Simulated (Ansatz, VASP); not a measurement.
# CaCd3F8 in VASP and in Ansatz

INCAR

```
SYSTEM = CaCd3F8
ALGO = Normal
EDIFF = 1E-6
ENCUT = 520
GGA = PE
ISIF = 2
ISMEAR = -1
LASPH = .TRUE.
LCHARG = .TRUE.
LELF = .TRUE.
LREAL = .FALSE.
LVHAR = .TRUE.
LWAVE = .FALSE.
NBANDS = 63
NELM = 100
PREC = Accurate
SIGMA = 0.02
```

File KPOINTS:

```
k-points
0
G
  4 4 6
  0 0 0
```

Contents of POSCAR:

```
CaCd3F8
1.0
    3.8216628708     -5.4017712126      0.0000000000
    3.8216628708      5.4017712126      0.0000000000
    0.0000000000      0.0000000000      3.8173611527
Ca F Cd
1 8 3
Direct
    0.0000000000      0.0000000000      0.0000000000
    0.3751531856      0.6248468144      0.5000000000
    0.1256376483      0.8743623517      0.5000000000
    0.8743202215      0.6240044593      0.0000000000
    0.6240044593      0.8743202215      0.0000000000
    0.3759955407      0.1256797785      0.0000000000
    0.1256797785      0.3759955407      0.0000000000
    0.8743623517      0.1256376483      0.5000000000
    0.6248468144      0.3751531856      0.5000000000
    0.5000000000      0.0000000000      0.5000000000
    0.0000000000      0.5000000000      0.5000000000
    0.5000000000      0.5000000000      0.0000000000
```

Input for Ansatz:

```yaml
crystal:
  lattice:
    - [3.8216628708, -5.4017712126, 0.0]
    - [3.8216628708, 5.4017712126, 0.0]
    - [0.0, 0.0, 3.8173611527]
  atoms:
    - { symbol: Ca, position: [0.0, 0.0, 0.0] }
    - { symbol: F, position: [0.3751531856, 0.6248468144, 0.5] }
    - { symbol: F, position: [0.1256376483, 0.8743623517, 0.5] }
    - { symbol: Cd, position: [0.5, 0.0, 0.5] }
    - { symbol: F, position: [0.8743202215, 0.6240044593, 0.0] }
    - { symbol: F, position: [0.6240044593, 0.8743202215, 0.0] }
    - { symbol: Cd, position: [0.0, 0.5, 0.5] }
    - { symbol: F, position: [0.3759955407, 0.1256797785, 0.0] }
    - { symbol: F, position: [0.1256797785, 0.3759955407, 0.0] }
    - { symbol: Cd, position: [0.5, 0.5, 0.0] }
    - { symbol: F, position: [0.8743623517, 0.1256376483, 0.5] }
    - { symbol: F, position: [0.6248468144, 0.3751531856, 0.5] }
kpoints:
  mp_grid: { grid: [4, 4, 6] }
  band_path:
    path:
      - [[0.0, 0.0, 0.0], [-0.5, 0.5, 0.0], [-0.3751331515032, 0.6248668484968, 0.0]]
      - [[0.3751331515032, 0.3751331515032, 0.0], [0.0, 0.0, 0.0], [0.0, 0.0, 0.5], [0.3751331515032, 0.3751331515032, 0.5]]
      - [[-0.3751331515032, 0.6248668484968, 0.5], [-0.5, 0.5, 0.5], [-0.5, 0.5, 0.0]]
      - [[0.0, 0.0, 0.0], [3.152546060446e-17, 0.5, 0.0], [3.152546060446e-17, 0.5, 0.5], [0.0, 0.0, 0.5], [-0.5, 0.5, 0.5]]
    npoints: 10
hamiltonian:
  xc: pbe
scf:
  occupations: { method: fermi_dirac, width: 0.02 }
  n_extra_bands: 7
output:
  forces: true
  stress: true
  eigenvalues: true
  write_density: true
  write_potential: true
  elf: true
  volumetric_format: npy
```

Alike in both runs: task single point; functional PBE; k mesh 4 × 4 × 6; occupations fermi-dirac, width 0.02 eV; no spin polarisation.

|  | VASP | Ansatz |
| --- | --- | --- |
| version | VASP 6.6.1 | Ansatz 0.2.0 |
| potentials or method | VASP PAW PBE potentials, release 64 (Ca_sv, F, Cd) | plane waves, PAW |
| plane-wave cutoff (eV) | 520 | 420 |
| valence electrons in the cell | 102 | 126 |

```tsv
	VASP	Ansatz	Ansatz less VASP
gap on the k mesh at the Fermi level (eV)	3.64	3.67	+0.030
pressure (GPa)	5.5	4.9	-0.61
rms of the force components (eV/Å)	0.039	0.033	-0.0061
```

VASP's potentials hold 102 valence electrons a cell and Ansatz's 126, so a difference there can come from the potentials and not from the codes.
